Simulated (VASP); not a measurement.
A run of VASP 6.6.1:

INCAR

```
PREC = Accurate
ENCUT = 520
EDIFF = 1E-7
ISMEAR = 0
SIGMA = 0.01
LREAL = F
LASPH = T
NELM = 60
ALGO = Normal
ISIF = 2
LWAVE = F
LCHARG = T
GGA = PE
LELF = T
LVHAR = T
NBANDS = 29
```

File KPOINTS:

```
regular mesh
0
Gamma
  6 6 6
```

The input POSCAR:

```
Y2AlN3
1.0
   -1.6896008113      1.6896008113      6.8439318640
    1.6896008113     -1.6896008113      6.8439318640
    1.6896008113      1.6896008113     -6.8439318640
Y N Al
2 3 1
Direct
    0.8417428716      0.8417428716      0.0000000000
    0.1582571284      0.1582571284      0.0000000000
    0.6502634403      0.6502634403      0.0000000000
    0.0000000000      0.0000000000      0.0000000000
    0.3497365597      0.3497365597      0.0000000000
    0.5000000000      0.5000000000      0.0000000000
```

Potentials or basis: VASP PAW PBE potentials, release 64 (Y_sv, N, Al).

Launch:

```sh
$ cat potpaw_PBE.64/Y_sv/POTCAR potpaw_PBE.64/N/POTCAR potpaw_PBE.64/Al/POTCAR > POTCAR
$ mpirun -np 1 vasp_std > vasp.out
```

Hardware: 1 thread of AMD EPYC 9R45 96-Core Processor (Zen 5), on a shared host.

Estimate the wall time of this run.

Run time: 2.9 min on 1 thread of AMD EPYC 9R45 96-Core Processor (Zen 5), on a shared host, peak memory 0.41 GiB. Counts: scf iterations 17, k points 30.
